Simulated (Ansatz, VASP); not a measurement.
One calculation of TiB2, two programs

The input INCAR:

```
SYSTEM = TiB2
PREC = Accurate
ENCUT = 520
EDIFF = 1E-7
ISMEAR = -1
SIGMA = 0.08
LREAL = .False.
LASPH = .True.
NELM = 100
ALGO = Normal
ISIF = 2
LWAVE = .False.
LCHARG = .False.
GGA = PE
NBANDS = 16
```

File KPOINTS:

```
Automatic mesh
0
Gamma
  15 15 13
  0 0 0
```

POSCAR

```
TiB2
1.0
    3.0886093280      0.0000000000      0.0000000000
   -1.5443046640      2.6748141404      0.0000000000
    0.0000000000      0.0000000000      3.2917180359
Ti B
1 2
Direct
    0.0000000000      0.0000000000      0.0000000000
    0.3333333333      0.6666666667      0.5000000000
    0.6666666667      0.3333333333      0.5000000000
```

Input for Ansatz:

```yaml
crystal:
  lattice:
    - [3.088609328, 0.0, 0.0]
    - [-1.544304664, 2.6748141404, 0.0]
    - [0.0, 0.0, 3.2917180359]
  atoms:
    - { symbol: Ti, position: [0.0, 0.0, 0.0] }
    - { symbol: B, position: [0.3333333333, 0.6666666667, 0.5] }
    - { symbol: B, position: [0.6666666667, 0.3333333333, 0.5] }
kpoints:
  mp_grid: { grid: [15, 15, 13] }
  band_path:
    path:
      - [0.0, 0.0, 0.0]
      - [0.5, 0.0, 0.0]
      - [0.3333333333, 0.3333333333, 0.0]
      - [0.0, 0.0, 0.0]
      - [0.0, 0.0, 0.5]
      - [0.5, 0.0, 0.5]
      - [0.3333333333, 0.3333333333, 0.5]
      - [0.0, 0.0, 0.5]
      - [0.5, 0.0, 0.5]
    npoints: 5
scf:
  occupations: { method: fermi_dirac, width: 0.08 }
hamiltonian:
  xc: pbe
  pseudopotentials: { kind: all_electron, lapw: { basis_error: 0.001 } }
output:
  forces: true
  stress: true
  eigenvalues: true
```

Change from the starting cell: volume scaled by 1.06.

Alike in both runs: task single point; functional PBE; k mesh 15 × 15 × 13; occupations fermi-dirac, width 0.08 eV; no spin polarisation.

|  | VASP | Ansatz |
| --- | --- | --- |
| version | VASP 6.6.1 | Ansatz 0.2.0 |
| potentials or method | VASP PAW PBE potentials, release 64 (Ti_sv, B), cutoff 520 eV | all-electron LAPW, scalar-relativistic |

VASP gave:

- pressure (GPa): -12.9
- traceless stress, the component that is largest in VASP (GPa): 1.38

Task: What did Ansatz give for the same quantities?

Result: Pressure (GPa): -13.1; traceless stress, the component that is largest in VASP (GPa): 1.39.

Ansatz ran all-electron here, and VASP with PAW potentials.
